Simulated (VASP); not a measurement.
# Li3Os (P-3m1) in VASP: a series of runs, part 2 of 2

VASP 6.6.1. Earlier steps stand in the parts before.

### Step 4. Relaxation of cell and atoms, PBE

This run uses another cell than the first one, of 15.24 Å³/atom.

Contents of INCAR:

```
SYSTEM = Li3Os
PREC = Accurate
ENCUT = 600
EDIFF = 1E-6
ISMEAR = 0
SIGMA = 0.1
LREAL = .False.
LASPH = .True.
NELM = 60
ALGO = Fast
ISIF = 3
LWAVE = .False.
LCHARG = .False.
GGA = PE
IBRION = 2
NSW = 90
EDIFFG = -0.04
```

Contents of KPOINTS:

```
regular mesh
0
Gamma
  9 9 2
  0 0 0
```

Contents of POSCAR:

```
Li3Os
1.0
    2.6817231191      0.0000000000      0.0000000000
   -1.3408615595      2.3224403470      0.0000000000
    0.0000000000      0.0000000000      9.7860161096
Li Os
3 1
Direct
    0.6666666667      0.3333333333      0.7261382728
    0.0000000000      0.0000000000      0.0000000000
    0.3333333333      0.6666666667      0.2738617272
    0.0000000000      0.0000000000      0.5000000000
```

Potentials or basis: VASP PAW PBE potentials, release 64 (Li_sv, Os).

Started as:

```console
> cat potpaw_PBE.64/Li_sv/POTCAR potpaw_PBE.64/Os/POTCAR > POTCAR
> mpirun -np 1 vasp_std > vasp.out
```

OUTCAR:

```text
SYSTEM = Li3Os
   PREC = Accurate
   ENCUT = 600
   EDIFF = 1E-6
   ISMEAR = 0
   LREAL = .False.
   LASPH = .True.
   NELM = 60
   ISIF = 3
   GGA = PE
   IBRION = 2
   NSW = 90
   EDIFFG = -0.04

 ion  position               nearest neighbor table
   1  0.667  0.333  0.726-   4 2.70   4 2.70   4 2.70
   2  0.000  0.000  0.000-
   3  0.333  0.667  0.274-   4 2.70   4 2.70   4 2.70
   4  0.000  0.000  0.500-   1 2.70   3 2.70   3 2.70   1 2.70   1 2.70   3 2.70

  LATTYP: Found a hexagonal cell.
 ALAT       =     2.6817231191
 C/A-ratio  =     3.6491523080

  Lattice vectors:

 A1 = (   2.6817231191,   0.0000000000,   0.0000000000)
 A2 = (  -1.3408615595,   2.3224403470,   0.0000000000)
 A3 = (   0.0000000000,   0.0000000000,   9.7860161096)

Analysis of symmetry for initial positions (statically):
=====================================================================
 Subroutine PRICEL returns:
 Original cell was already a primitive cell.

 Routine SETGRP: Setting up the symmetry group for a
 hexagonal supercell.

 Subroutine GETGRP returns: Found 12 space group operations
 (whereof 12 operations were pure point group operations)
 out of a pool of 24 trial point group operations.

The static configuration has the point symmetry D_3d.

Analysis of symmetry for dynamics (positions and initial velocities):
=====================================================================
 Subroutine PRICEL returns:
 Original cell was already a primitive cell.

 Routine SETGRP: Setting up the symmetry group for a
 hexagonal supercell.

 Subroutine GETGRP returns: Found 12 space group operations
 (whereof 12 operations were pure point group operations)
 out of a pool of 24 trial point group operations.

The dynamic configuration has the point symmetry D_3d.

 Subroutine INISYM returns: Found 12 space group operations
 (whereof 12 operations are pure point group operations),
[... 111 lines left out ...]
   NUPDOWN=      -1.0000    fix difference up-down
   EMIN   =  10.00;   EMAX   =-10.00  energy-range for DOS
   EFERMI =   0.00;   METHOD = LEGACY
   ISMEAR =     0;   SIGMA  =   0.10  broadening in eV -4-tet -1-fermi 0-gaus
   EFERMI_NEDOS =   21; number of points for ismear=-14 and -15
   IALGO  =     68    algorithm
   IMIX   =      4    mixing-type and parameters
     AMIX     =   0.40;   BMIX     =  1.00
     AMIX_MAG =   1.60;   BMIX_MAG =  1.00
  volume/ion in A,a.u.               =      15.24       102.83
  Fermi-wavevector in a.u.,A,eV,Ry     =   1.069637  2.021320 15.566736  1.144123
  Thomas-Fermi vector in A             =   2.205322
   LORBIT       =      0    0 simple, 1 ext, 2 COOP (PROOUT), +10 PAW based schemes
   GGA     = PE    functional components
   LHFCALC =     F    Hartree Fock is set to
   AEXX    =    0.0000 exact exchange contribution
   IVDW    =     0    specifies the selected vdW correction
   LEPSILON=     F    determine dielectric tensor
   LRPA    =     F    only Hartree local field effects (RPA)
 conjugate gradient relaxation of ions
 non-spin polarized calculation
 RMM-DIIS sequential band-by-band and
 Gauss-broadening in eV      SIGMA  =   0.10
  energy-cutoff  :      600.00
  volume of cell :       60.95
 maximum number of plane-waves:      2079
 NGX is ok and might be reduce to    24
   NGX = 11   NGY = 11   NGZ = 39

--------------------------------------- Ionic step        1  -------------------------------------------

 number of electron      16.9999987 magnetization

 Free energy of the ion-electron system (eV)
  ---------------------------------------------------
  ext. energy  EPLUGINS =         0.00000000
  ---------------------------------------------------
  free energy    TOTEN  =       -16.51086399 eV

  energy without entropy =      -16.49771230  energy(sigma->0) =      -16.50428814

------------------------ aborting loop because EDIFF is reached ----------------------------------------

  FORCE on cell =-STRESS in cart. coord.  units (eV):
  Direction    XX          YY          ZZ          XY          YZ          ZX
  --------------------------------------------------------------------------------------
  -------------------------------------------------------------------------------------
  Total        0.0203236      0.0203236     -0.2256432      0.0000000      0.0000000      0.0000000
  in kB        0.5342540      0.5342540     -5.9315520      0.0000000      0.0000000      0.0000000
  external PRESSURE =      -1.6210147 kB  Pullay stress =       0.0000000 kB
[... 215 lines left out ...]
--------------------------------------- Ionic step        7  -------------------------------------------

 number of electron      16.9999984 magnetization

 Free energy of the ion-electron system (eV)
  ---------------------------------------------------
  ext. energy  EPLUGINS =         0.00000000
  ---------------------------------------------------
  free energy    TOTEN  =       -16.51539946 eV

  energy without entropy =      -16.50284684  energy(sigma->0) =      -16.50912315

 E-fermi :   3.0710     XC(G=0):  -9.2750

 val. band max:        2.9815255726   @ k =   0.2222   0.2222   0.0000
 cond. band min:       3.1335398189   @ k =   0.4444   0.0000   0.5000
 fundamental gap:      0.1520142463
 Fermi energy:         3.0709712463

 k-point     1 :       0.0000    0.0000    0.0000
  band No.  band energies     occupation
      1     -43.1234      2.00000
      2     -42.7331      2.00000
      3     -42.7326      2.00000
      4      -4.9139      2.00000
      5      -0.9052      2.00000
      6       0.1984      2.00000
      7       0.3115      2.00000
      8       1.2346      2.00000
      9       1.2346      2.00000
     10       2.4457      2.00000
     11       4.3160      0.00000
     12       4.3160      0.00000
[... 374 lines left out ...]
  FREE ENERGIE OF THE ION-ELECTRON SYSTEM (eV)
  ---------------------------------------------------
  free  energy   TOTEN  =       -16.5153994597 eV

  energy  without entropy=      -16.5028468394  energy(sigma->0) =      -16.50912315

 reached required accuracy - stopping structural energy minimisation
```

OSZICAR:

```text
N       E                     dE             d eps       ncg     rms          rms(c)
DAV:   1     0.720449208859E+02    0.72045E+02   -0.73834E+03   576   0.150E+03
DAV:   2    -0.436387615432E+01   -0.76409E+02   -0.70506E+02   632   0.335E+02
DAV:   3    -0.174192378793E+02   -0.13055E+02   -0.12545E+02  1108   0.842E+01
DAV:   4    -0.179149296389E+02   -0.49569E+00   -0.49011E+00   700   0.215E+01
[... 95 lines left out ...]
RMM:   6    -0.165153880220E+02   -0.15632E-04   -0.22884E-04   852   0.928E-02    0.674E-03
RMM:   7    -0.165153950019E+02   -0.69799E-05   -0.75888E-05   743   0.513E-02    0.372E-03
RMM:   8    -0.165153982857E+02   -0.32838E-05   -0.33439E-05   684   0.349E-02    0.126E-03
RMM:   9    -0.165153991485E+02   -0.86279E-06   -0.13436E-05   607   0.238E-02    0.762E-04
RMM:  10    -0.165153994597E+02   -0.31124E-06   -0.50476E-06   508   0.192E-02
   7 F= -.16515399E+02 E0= -.16509123E+02  d E =-.150672E-02
```

Run time: 5.4 min. Hardware: 1 thread of Intel Xeon 8259CL, shared host; peak memory 0.22 GiB.

Results:

```yaml
Free_energy: -16.5154 eV
Relaxed_volume: 14.98 Å³/atom
Relaxed_cell: a = 2.677 Å, b = 2.677 Å, c = 9.654 Å, α = 90.00°, β = 90.00°, γ = 120.00°
Space_group_after_relaxing_to_0.1_Å: P-3m1 (No. 164)
Energy_gained_by_relaxing: 1.1 meV/atom
Ionic_steps: 7
Pressure_after_relaxing: 0.3 GPa
Largest_force_after_relaxing: 0.017 eV/Å
Band_gap_on_the_k_mesh: zero (an odd number of electrons rules out a gap without spin polarisation)
```

Forces on the atoms (eV/Å):
```
Li   0.000  0.000  0.017
Li   0.000  0.000  0.000
Li   0.000  0.000 -0.017
Os   0.000  0.000  0.000
```

The path:
```csv
step,energy change (eV),largest force (eV/Å),pressure (GPa),volume (Å³)
1,0.0000,0.0855,-0.16,60.95
2,-0.0012,0.0837,-0.14,60.81
3,-0.0028,0.0781,-0.10,60.52
4,-0.0018,0.0642,0.03,59.94
5,-0.0030,0.0720,-0.04,60.32
6,-0.0039,0.0530,0.07,60.18
7,-0.0045,0.0169,0.28,59.92
```

Final structure:
```
Li Os
1.0
     2.67717    0.00000    0.00000
    -1.33859    2.31850    0.00000
     0.00000    0.00000    9.65368
Li Os
3 1
Direct
  0.66667 0.33333 0.72995
  0.00000 0.00000 0.00000
  0.33333 0.66667 0.27005
  0.00000 0.00000 0.50000
```

Caveat: the cutoff is under 1.25 times the usual one of these potentials, so pressure, stress and relaxed cells hold a basis-set (Pulay) error; spin-orbit coupling is left out, which moves the levels of the heavy elements.

### Step 5. Summary

```tsv
task	cell	k mesh	cutoff (eV)	gap on the mesh (eV)	pressure (GPa)	relaxed volume (Å³/atom)	largest force (eV/Å)
single point	a = 2.682, b = 2.682, c = 9.694 Å, angles 90.0, 90.0, 120.0°, 4 atoms, atomic positions A	9 × 9 × 2	520	none	-	-	0.01
relaxation of cell and atoms	relaxed from a = 3.082, b = 3.082, c = 9.377 Å, angles 90.0, 90.0, 120.0°, 4 atoms, atomic positions B	6 × 6 × 2	600	none	0.1	15.14	-
relaxation of cell and atoms	relaxed from a = 2.682, b = 2.682, c = 9.786 Å, angles 90.0, 90.0, 120.0°, 4 atoms, atomic positions C	9 × 9 × 2	600	none	0.3	14.98	0.02
```

Alike in all rows: level PBE; potentials or basis VASP PAW PBE potentials, release 64 (Li_sv, Os); no spin polarisation; smearing gaussian 0.1 eV.

Caveats: some runs use coarse meshes; the cutoff is under 1.25 times the usual one of these potentials, so pressure, stress and relaxed cells hold a basis-set (Pulay) error; spin-orbit coupling is left out, which moves the levels of the heavy elements; the volume moved by over 15 % at a fixed basis, so the end points are rough (at least some runs).

Absolute energies hang on the potentials; compare differences alone.

The gap in the log of VASP goes by the Fermi energy; the results here count the filled bands.